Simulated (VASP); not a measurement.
# MgS (e600): relaxation of cell and atoms with PBEsol

Crystal: MgS (e600).

```xyz
2
Lattice="0.0000 2.6000 2.6000 2.6000 0.0000 2.6000 2.6000 2.6000 0.0000" Properties=species:S:1:pos:R:3 pbc="T T T"
Mg    0.0000    0.0000    0.0000
S     2.6000    2.6000    2.6000
```

```
Program                : VASP 6.6.1
Task                   : relaxation of cell and atoms
Functional             : PBEsol
Potentials or basis    : VASP PAW PBE potentials, release 64 (Mg, S)
Cutoff                 : 600 eV
k mesh                 : 6 × 6 × 6
Occupations            : gaussian, width 0.02 eV
Spin                   : no spin polarisation
Dipole correction      : no
Further INCAR settings : ALGO = Normal; EDIFF = 1e-06; IBRION = 2; EDIFFG = -0.002; NSW = 100; ISIF = 3
```

```json
{
  "Relaxed volume": "17.36 Å³/atom",
  "Relaxed cell": "a = 3.662 Å, b = 3.662 Å, c = 3.662 Å, α = 60.00°, β = 60.00°, γ = 60.00°",
  "Space group after relaxing (to 0.05 Å)": "Fm-3m (No. 225)",
  "Energy gained by relaxing": "0.6 meV/atom",
  "Ionic steps": "3",
  "Pressure after relaxing": "0.0 GPa",
  "Band gap on the k mesh": "2.73 eV, indirect (least direct gap 3.70 eV)"
}
```

Step by step:
| step | energy change (eV) | largest force (eV/Å) | pressure (GPa) | volume (Å³) |
| --- | --- | --- | --- | --- |
| 1 | 0.0000 | 0.0000 | -0.95 | 35.15 |
| 2 | -0.0012 | 0.0000 | 0.23 | 34.63 |
| 3 | -0.0013 | 0.0000 | 0.00 | 34.73 |

Final structure:
```yaml
crystal:
  lattice:
    - [0.00000, 2.58944, 2.58944]
    - [2.58944, 0.00000, 2.58944]
    - [2.58944, 2.58944, 0.00000]
  atoms:
    - { symbol: Mg, position: [0.00000, 0.00000, 0.00000] }
    - { symbol: S, position: [0.50000, 0.50000, 0.50000] }
```

Levels at points of the mesh, in eV from the valence-band top:
```tsv
k point	band 2	band 3	band 4	band 5	band 6	band 7
(0.00, 0.00, 0.00)	0.00	0.00	0.00	3.70	7.84	7.84
(0.50, 0.00, 0.00)	-4.97	-0.62	-0.62	4.42	6.84	6.84
(0.50, 0.50, 0.00)	-4.34	-1.74	-1.74	2.73	4.20	12.01
```

It took 8.3 s on 1 thread of Intel Xeon 6975P-C, on a shared host, peak memory 0.17 GiB.

Caveat: the PAW data sets were made with another functional, which shifts forces and pressure a little. PBEsol gaps usually lie below the measured ones, often by a third to a half.
